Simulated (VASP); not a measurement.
A run of VASP 6.6.1 is set up as follows.

The input INCAR:

```
  PREC = Accurate
  ENCUT = 520
  EDIFF = 1E-6
  ISMEAR = 0
  SIGMA = 0.2846
  LREAL = F
  LASPH = T
  NELM = 60
  ALGO = Normal
  ISIF = 2
  LWAVE = F
  LCHARG = T
  GGA = PE
  LELF = T
  LVHAR = T
  NBANDS = 25
  ISYM = 0
```

Contents of KPOINTS:

```
Automatic mesh
0
Gamma
  5 5 3
  0.5 0.5 0.5
```

File POSCAR:

```
Mg3Ge2
1.0
    2.1009340000      3.6389200000      0.0000000000
   -2.1009340000      3.6389200000      0.0000000000
    0.0000000000      0.0000000000      6.6423140000
Mg Ge
3 2
Direct
    0.0000000000      0.0000000000      0.0000000000
    0.3333000000      0.3334000000      0.6300000000
    0.6667000000      0.6666000000      0.3700000000
    0.3333000000      0.3334000000      0.2350000000
    0.6667000000      0.6666000000      0.7650000000
```

Potentials or basis: VASP PAW PBE potentials, release 64 (Mg, Ge_d).

Run with:

```sh
$ cat potpaw_PBE.64/Mg/POTCAR potpaw_PBE.64/Ge_d/POTCAR > POTCAR
$ mpirun -np 1 vasp_std > vasp.out
```

**Question.** What does it give for the pressure?

**Answer.** 6.6 GPa.

**Question.** What does it give for the largest force?

**Answer.** 1.076 eV/Å.

**Question.** What does it give for the band gap on the k mesh?

**Answer.** Zero (band 17 reaches 4.64 eV, above the bottom of band 18 at 2.83 eV).

Forces in eV/Å, atoms in the order of the input:
```
Mg   0.000  0.000  0.000
Mg   0.002 -0.001  0.554
Mg  -0.002  0.001 -0.554
Ge   0.002 -0.001 -1.076
Ge  -0.002  0.001  1.076
```

Caveat: forces of over 1 eV/Å act on the atoms, so gaps and moduli don't describe the material at rest.
